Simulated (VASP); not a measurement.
# BaS (I4/mmm) in VASP: a series of runs

Runs on BaS. Level: r2SCAN. Tasks: single point.

All numbers are computed with VASP 6.6.1; they aren't measurements. Logs are shortened: lines on timing, memory, paths and dates and some standing lists are left out, and cuts for length are marked.

**1. The cell of the first run**

It takes space group I4/mmm (No. 139, tetragonal). Conventional cell: a = 4.656 Å, b = 4.656 Å, c = 6.370 Å, α = 90.00°, β = 90.00°, γ = 90.00°. Within 4.2 Å of Ba (site symmetry 4/mmm) lie 6 S at 3.18 to 3.29 Å. Within 4.2 Å of S (site symmetry 4/mmm) lie 6 Ba at 3.18 to 3.29 Å.

**2. Single point, r2SCAN (epitaxial xy strain +2.5%)**

POSCAR

```
BaS
1.0
    0.0000000000      3.2920907708      3.1848279500
    3.2920907708      0.0000000000      3.1848279500
    3.2920907708      3.2920907708      0.0000000000
Ba S
1 1
Direct
    0.0000000000      0.0000000000      0.0000000000
    0.5000000000      0.5000000000      0.5000000000
```

INCAR.step1

```
SYSTEM = BaS
ALGO = Normal
EDIFF = 1E-4
ENCUT = 520
GGA = PE
ISMEAR = 0
LASPH = .True.
LCHARG = .False.
LREAL = .False.
LWAVE = .True.
NBANDS = 15
NELM = 100
PREC = Accurate
SIGMA = 0.01
```

INCAR.step2

```
SYSTEM = BaS
ALGO = Normal
EDIFF = 1E-7
ENCUT = 520
ISIF = 2
ISMEAR = 0
ISTART = 1
LASPH = .True.
LCHARG = .True.
LELF = .True.
LMIXTAU = .True.
LREAL = .False.
LVHAR = .True.
LWAVE = .False.
METAGGA = R2SCAN
NBANDS = 15
NELM = 100
PREC = Accurate
SIGMA = 0.01
```

KPOINTS

```
k-points
0
Gamma
  8 8 8
  0 0 0
```

Potentials or basis: VASP PAW PBE potentials, release 64 (Ba_sv, S).

On the command line:

```console
$ cat potpaw_PBE.64/Ba_sv/POTCAR potpaw_PBE.64/S/POTCAR > POTCAR
$ cp INCAR.step1 INCAR
$ mpirun -np 1 vasp_std > vasp.out
$ cp INCAR.step2 INCAR
$ mpirun -np 1 vasp_std > vasp.out
```

OUTCAR:

```text
SYSTEM = BaS
   EDIFF = 1E-7
   ENCUT = 520
   ISIF = 2
   ISMEAR = 0
   ISTART = 1
   LASPH = .True.
   LREAL = .False.
   METAGGA = R2SCAN
   NELM = 100
   PREC = Accurate

 ion  position               nearest neighbor table
   1  0.000  0.000  0.000-   2 3.18   2 3.18   2 3.29   2 3.29   2 3.29   2 3.29
   2  0.500  0.500  0.500-   1 3.18   1 3.18   1 3.29   1 3.29   1 3.29   1 3.29

  LATTYP: Found a body centered tetragonal cell.
 ALAT       =     4.6557194166
 C/A-ratio  =     1.3681356907

  Lattice vectors:

 A1 = (   0.0000000000,  -3.2920907708,  -3.1848279500)
 A2 = (   0.0000000000,   3.2920907708,  -3.1848279500)
 A3 = (   3.2920907708,   0.0000000000,   3.1848279500)

Analysis of symmetry for initial positions (statically):
=====================================================================
 Subroutine PRICEL returns:
 Original cell was already a primitive cell.

 Routine SETGRP: Setting up the symmetry group for a
 body centered tetragonal supercell.

 Subroutine GETGRP returns: Found 16 space group operations
 (whereof 16 operations were pure point group operations)
 out of a pool of 16 trial point group operations.

The static configuration has the point symmetry D_4h.

Analysis of symmetry for dynamics (positions and initial velocities):
=====================================================================
 Subroutine PRICEL returns:
 Original cell was already a primitive cell.

 Routine SETGRP: Setting up the symmetry group for a
 body centered tetragonal supercell.

 Subroutine GETGRP returns: Found 16 space group operations
 (whereof 16 operations were pure point group operations)
 out of a pool of 16 trial point group operations.

The dynamic configuration has the point symmetry D_4h.

 Subroutine INISYM returns: Found 16 space group operations
 (whereof 16 operations are pure point group operations),
 and found     1 'primitive' translations

----------------------------------------------------------------------------------------

                                     Primitive cell

  volume of cell :      69.0334

  direct lattice vectors                    reciprocal lattice vectors
     0.000000000  3.292090771  3.184827950    -0.151879166  0.151879166  0.156994352
     3.292090771  0.000000000  3.184827950     0.151879166 -0.151879166  0.156994352
     3.292090771  3.292090771  0.000000000     0.151879166  0.151879166 -0.156994352

  length of vectors
     4.580501142  4.580501142  4.655719417     0.266048470  0.266048470  0.266048470

  position of ions in fractional coordinates (direct lattice)
     0.000000000  0.000000000  0.000000000
     0.500000000  0.500000000  0.500000000

  ion indices of the primitive-cell ions
   primitive index   ion index
                 1           1
                 2           2

----------------------------------------------------------------------------------------

 KPOINTS: k-points

Automatic generation of k-mesh.
 Grid dimensions read from file:
 generate k-points for:    8    8    8

 Generating k-lattice:

  Cartesian coordinates                     Fractional coordinates (reciprocal lattice)
    -0.018984896  0.018984896  0.019624294     0.125000000  0.000000000  0.000000000
     0.018984896 -0.018984896  0.019624294     0.000000000  0.125000000  0.000000000
     0.018984896  0.018984896 -0.019624294     0.000000000  0.000000000  0.125000000

  Length of vectors
     0.033256059  0.033256059  0.033256059

  Shift w.r.t. Gamma in fractional coordinates (k-lattice)
     0.000000000  0.000000000  0.000000000

 Subroutine IBZKPT returns following result:
 ===========================================

 Found     59 irreducible k-points:

 Following reciprocal coordinates:
            Coordinates               Weight
  0.000000  0.000000  0.000000      1.000000
  0.125000  0.000000  0.000000      8.000000
  0.250000  0.000000  0.000000      8.000000
  0.375000  0.000000  0.000000      8.000000
  0.500000  0.000000  0.000000      4.000000
  0.125000  0.125000  0.000000      2.000000
[... 16 lines left out ...]
  0.250000  0.000000  0.125000     16.000000
  0.375000  0.000000  0.125000     16.000000
 [... further k-points ...]
   k-points           NKPTS =     59   k-points in BZ     NKDIM =     59   number of bands    NBANDS=     15
   number of dos      NEDOS =    301   number of ions     NIONS =      2
   total plane-waves  NPLWV =  46656
   dimension x,y,z NGX =    36 NGY =   36 NGZ =   36
   dimension x,y,z NGXF=    72 NGYF=   72 NGZF=   72
   ions per type =               1   1
   NGX,Y,Z   is equivalent  to a cutoff of  13.07, 13.07, 12.85 a.u.
   NGXF,Y,Z  is equivalent  to a cutoff of  26.13, 26.13, 25.71 a.u.
 SYSTEM =  BaS
   PREC   = accura    normal or accurate (medium, high low for compatibility)
   ISTART =      1    job   : 0-new  1-cont  2-samecut
   ICHARG =      0    charge: 1-file 2-atom 10-const
   ISPIN  =      1    spin polarized calculation?
   LNONCOLLINEAR =      F non collinear calculations
   LSORBIT =      F    spin-orbit coupling
   LASPH  =      T    aspherical Exc in radial PAW
   ENCUT  =  520.0 eV  38.22 Ry    6.18 a.u.   8.52  8.52  8.66*2*pi/ulx,y,z
   NELM   =    100;   NELMIN=  2; NELMDL=  0     # of ELM steps
   EDIFF  = 0.1E-06   stopping-criterion for ELM
   LREAL  =      F    real-space projection
   EDIFFG = 0.1E-05   stopping-criterion for IOM
   NSW    =      0    number of steps for IOM
   IBRION =     -1    ionic relax: 0-MD 1-quasi-New 2-CG
   NFREE  =      0    steps in history (QN), initial steepest desc. (CG)
   ISIF   =      2    stress and relaxation
   ISYM   =      2    0-nonsym 1-usesym 2-fastsym
   POTIM  = 0.5000    time-step for ionic-motion
   TEBEG  =    0.0;   TEEND  =   0.0 temperature during run
   PSTRESS=    0.0 pullay stress
   NELECT =      16.0000    total number of electrons
   NUPDOWN=      -1.0000    fix difference up-down
   EMIN   =  10.00;   EMAX   =-10.00  energy-range for DOS
   EFERMI =   0.00;   METHOD = LEGACY
   ISMEAR =     0;   SIGMA  =   0.01  broadening in eV -4-tet -1-fermi 0-gaus
   EFERMI_NEDOS =   21; number of points for ismear=-14 and -15
   IALGO  =     38    algorithm
   IMIX   =      4    mixing-type and parameters
     AMIX     =   0.40;   BMIX     =  1.00
     AMIX_MAG =   1.60;   BMIX_MAG =  1.00
  volume/ion in A,a.u.               =      34.52       232.93
  Fermi-wavevector in a.u.,A,eV,Ry     =   1.005607  1.900322 13.758830  1.011245
  Thomas-Fermi vector in A             =   2.138297
   LORBIT       =      0    0 simple, 1 ext, 2 COOP (PROOUT), +10 PAW based schemes
   METAGGA = R2SCAN    functional components
   LHFCALC =     F    Hartree Fock is set to
   AEXX    =    0.0000 exact exchange contribution
   IVDW    =     0    specifies the selected vdW correction
   LEPSILON=     F    determine dielectric tensor
   LRPA    =     F    only Hartree local field effects (RPA)
 non-spin polarized calculation
 Gauss-broadening in eV      SIGMA  =   0.01
  energy-cutoff  :      520.00
  volume of cell :       69.03
 maximum number of plane-waves:      1884
 NGX is ok and might be reduce to    36
   NGX = 17   NGY = 17   NGZ = 17

 number of electron      16.0000000 magnetization

 Free energy of the ion-electron system (eV)
  ---------------------------------------------------
  ext. energy  EPLUGINS =         0.00000000
  ---------------------------------------------------
  free energy    TOTEN  =       -39.18839183 eV

  energy without entropy =      -39.18839183  energy(sigma->0) =      -39.18839183

 E-fermi :   1.1047     XC(G=0):  -8.8245

 val. band max:        0.9966622029   @ k =   0.0000   0.0000   0.0000
 cond. band min:       3.4595003559   @ k =   0.5000   0.5000   0.0000
 fundamental gap:      2.4628381530
 Fermi energy:         1.1047038404

 k-point     1 :       0.0000    0.0000    0.0000
  band No.  band energies     occupation
      1     -26.0719      2.00000
      2     -10.7141      2.00000
      3     -10.7141      2.00000
      4     -10.7074      2.00000
      5      -9.7829      2.00000
      6       0.8990      2.00000
      7       0.8990      2.00000
      8       0.9967      2.00000
      9       4.8141      0.00000
     10       5.1530      0.00000
     11       5.1530      0.00000
     12       5.3689      0.00000
     13       6.1061      0.00000
     14       6.3494      0.00000
     15      10.0116      0.00000

 k-point     2 :       0.1250    0.0000    0.0000
  band No.  band energies     occupation
      1     -26.0667      2.00000
      2     -10.9522      2.00000
      3     -10.7206      2.00000
      4     -10.7128      2.00000
      5      -9.5265      2.00000
      6       0.5589      2.00000
      7       0.7246      2.00000
      8       0.7778      2.00000
      9       5.1671      0.00000
     10       5.3897      0.00000
     11       5.3911      0.00000
     12       5.5393      0.00000
     13       6.5118      0.00000
     14       6.7941      0.00000
     15      10.6192      0.00000

 k-point     3 :       0.2500    0.0000    0.0000
  band No.  band energies     occupation
      1     -26.0544      2.00000
      2     -11.3256      2.00000
      3     -10.7361      2.00000
      4     -10.7192      2.00000
      5      -9.1141      2.00000
      6      -0.1221      2.00000
      7       0.3680      2.00000
      8       0.3824      2.00000
      9       5.4091      0.00000
     10       6.0492      0.00000
     11       6.1180      0.00000
     12       6.5049      0.00000
     13       7.5510      0.00000
     14       7.9115      0.00000
     15      11.7545      0.00000
[... 343 lines left out ...]
 k-point    23 :       0.2500    0.0000    0.1250
  band No.  band energies     occupation
      1     -26.0556      2.00000
      2     -11.1966      2.00000
      3     -10.7520      2.00000
      4     -10.7435      2.00000
      5      -9.2642      2.00000
      6      -0.1267      2.00000
      7       0.5852      2.00000
      8       0.6905      2.00000
      9       4.7381      0.00000
     10       5.9891      0.00000
     11       6.2732      0.00000
     12       6.4389      0.00000
     13       6.9855      0.00000
     14       8.1817      0.00000
     15      11.7995      0.00000

 k-point    24 :       0.3750    0.0000    0.1250
  band No.  band energies     occupation
      1     -26.0433      2.00000
      2     -11.4636      2.00000
      3     -10.7701      2.00000
      4     -10.7557      2.00000
      5      -8.9818      2.00000
      6      -0.4585      2.00000
      7       0.1864      2.00000
      8       0.3280      2.00000
      9       5.1643      0.00000
     10       6.9793      0.00000
     11       7.0421      0.00000
     12       7.2214      0.00000
     13       8.0981      0.00000
     14       9.1807      0.00000
     15      11.2502      0.00000

 [... further k-points ...]

------------------------ aborting loop because EDIFF is reached ----------------------------------------

  FORCE on cell =-STRESS in cart. coord.  units (eV):
  Direction    XX          YY          ZZ          XY          YZ          ZX
  --------------------------------------------------------------------------------------
  -------------------------------------------------------------------------------------
  Total       -0.8124820     -0.8124820      0.2743119      0.0000000      0.0000000      0.0000000
  in kB      -18.8566594    -18.8566594      6.3664261      0.0000000      0.0000000      0.0000000
  external PRESSURE =     -10.4489642 kB  Pullay stress =       0.0000000 kB

 VOLUME and BASIS-vectors are now :
 -----------------------------------------------------------------------------
  energy-cutoff  :      520.00
  volume of cell :       69.03
      direct lattice vectors                 reciprocal lattice vectors
     0.000000000  3.292090771  3.184827950    -0.151879166  0.151879166  0.156994352
     3.292090771  0.000000000  3.184827950     0.151879166 -0.151879166  0.156994352
     3.292090771  3.292090771  0.000000000     0.151879166  0.151879166 -0.156994352

 POSITION                                       TOTAL-FORCE (eV/Angst)
 -----------------------------------------------------------------------------------
      0.00000      0.00000      0.00000         0.000000      0.000000      0.000000
      3.29209      3.29209      3.18483        -0.000000      0.000000      0.000000
 -----------------------------------------------------------------------------------
    total drift:                                0.000000      0.000000      0.000000

  FREE ENERGIE OF THE ION-ELECTRON SYSTEM (eV)
  ---------------------------------------------------
  free  energy   TOTEN  =       -39.1883918347 eV

  energy  without entropy=      -39.1883918347  energy(sigma->0) =      -39.18839183
```

It took 2 min on 1 thread of Intel Xeon 6975P-C (Granite Rapids), shared host; peak memory 0.24 GiB.

Results:

```
Free energy            : -39.1884 eV
Pressure               : -1.0 GPa
Band gap on the k mesh : 2.46 eV (least direct gap 2.65 eV)
```

Stress tensor (GPa, compression positive):
```
-1.89  0.00  0.00
 0.00 -1.89  0.00
 0.00  0.00  0.64
```

Caveat: the cell differs from its parent crystal (epitaxial xy strain +2.5%); the PAW data sets were made with another functional, which shifts forces and pressure a little; spin-orbit coupling is left out, which moves the levels of the heavy elements.

**3. Single point, r2SCAN (epitaxial xy strain +3.0%)**

POSCAR

```
BaS
1.0
    0.0000000000      3.3081497501      3.1794439939
    3.3081497501      0.0000000000      3.1794439939
    3.3081497501      3.3081497501      0.0000000000
Ba S
1 1
Direct
    0.0000000000      0.0000000000      0.0000000000
    0.5000000000      0.5000000000      0.5000000000
```

INCAR.step1

```
SYSTEM = BaS
ALGO = Normal ; EDIFF = 1E-4
ENCUT = 520 ; GGA = PE
ISMEAR = 0 ; LASPH = .TRUE.
LCHARG = .FALSE. ; LREAL = .FALSE.
LWAVE = .TRUE. ; NBANDS = 15
NELM = 80 ; PREC = Accurate
SIGMA = 0.01
```

INCAR.step2

```
SYSTEM = BaS
ALGO = Normal ; EDIFF = 1E-7
ENCUT = 520 ; ISIF = 2
ISMEAR = 0 ; ISTART = 1
LASPH = .TRUE. ; LCHARG = .TRUE.
LELF = .TRUE. ; LMIXTAU = .TRUE.
LREAL = .FALSE. ; LVHAR = .TRUE.
LWAVE = .FALSE. ; METAGGA = R2SCAN
NBANDS = 15 ; NELM = 80
PREC = Accurate ; SIGMA = 0.01
```

KPOINTS

```
k-points
0
G
  8 8 8
  0 0 0
```

Potentials or basis: VASP PAW PBE potentials, release 64 (Ba_sv, S).

On the command line:

```console
$ cat potpaw_PBE.64/Ba_sv/POTCAR potpaw_PBE.64/S/POTCAR > POTCAR
$ cp INCAR.step1 INCAR
$ mpirun -np 1 vasp_std > vasp.out
$ cp INCAR.step2 INCAR
$ mpirun -np 1 vasp_std > vasp.out
```

Run time: 1.8 min. Hardware: 1 thread of Intel Xeon 6975P-C (Granite Rapids), shared host; peak memory 0.25 GiB.

The run converged. Its results:

| Quantity | Value |
| --- | --- |
| Free energy | -39.1792 eV |
| Pressure | -1.3 GPa |
| Band gap on the k mesh | 2.46 eV (least direct gap 2.65 eV) |

Stress tensor (GPa, compression positive):
```
-2.28  0.00  0.00
 0.00 -2.28  0.00
 0.00  0.00  0.65
```

Levels at points of the mesh, in eV from the valence-band top:
| k point | band 6 | band 7 | band 8 | band 9 | band 10 | band 11 |
| --- | --- | --- | --- | --- | --- | --- |
| (0.00, 0.00, 0.00) | -0.11 | -0.11 | 0.00 | 3.75 | 4.13 | 4.13 |
| (0.50, 0.00, 0.00) | -1.86 | -1.06 | -1.03 | 5.72 | 5.84 | 6.49 |
| (0.50, 0.50, 0.00) | -0.54 | -0.30 | -0.30 | 2.46 | 6.26 | 6.33 |
| (0.50, 0.00, 0.50) | -0.73 | -0.28 | -0.15 | 2.50 | 6.02 | 6.47 |

Caveat: the cell differs from its parent crystal (epitaxial xy strain +3.0%); the PAW data sets were made with another functional, which shifts forces and pressure a little; spin-orbit coupling is left out, which moves the levels of the heavy elements.
